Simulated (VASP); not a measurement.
# TiCo: single point with PBE

TiCo:

```
Ti Co
1.0
     2.98611    0.00000    0.00000
     0.00000    2.98611    0.00000
     0.00000    0.00000    2.98611
Ti Co
1 1
Cartesian
  0.0000 0.0000 0.0000
  1.4931 1.4931 1.4931
```

```
Program             : VASP 6.6.1
Task                : single point
Functional          : PBE
Potentials or basis : VASP PAW PBE potentials, release 64 (Ti_sv, Co)
Cutoff              : 600 eV
k mesh              : 6 × 6 × 6
Occupations         : gaussian, width 0.1 eV
Spin                : no spin polarisation
```

* Pressure: -2.7 GPa

Levels at points of the mesh, in eV from the Fermi level:
| k point | band 7 | band 8 | band 9 | band 10 | band 11 | band 12 | band 13 | band 14 |
| --- | --- | --- | --- | --- | --- | --- | --- | --- |
| (0.00, 0.00, 0.00) | -3.65 | -1.36 | -1.36 | -1.36 | 0.84 | 0.84 | 2.74 | 2.74 |
| (0.50, 0.00, 0.00) | -2.23 | -1.43 | -1.43 | -0.94 | -0.72 | 0.20 | 0.69 | 0.69 |
| (0.50, 0.50, 0.00) | -2.30 | -2.30 | -0.50 | -0.06 | 0.74 | 0.74 | 1.27 | 2.61 |
| (0.50, 0.50, 0.50) | -2.32 | -2.01 | -2.01 | -2.01 | -0.47 | -0.47 | 3.15 | 3.15 |

Run time: 16 s on 1 thread of Intel(R) Xeon(R) Platinum 8375C CPU @ 2.90GHz (Ice Lake), with other jobs on the host, peak memory 0.14 GiB.

Spin polarisation is off, so any magnetic state and its effect on volume and gap are missing.
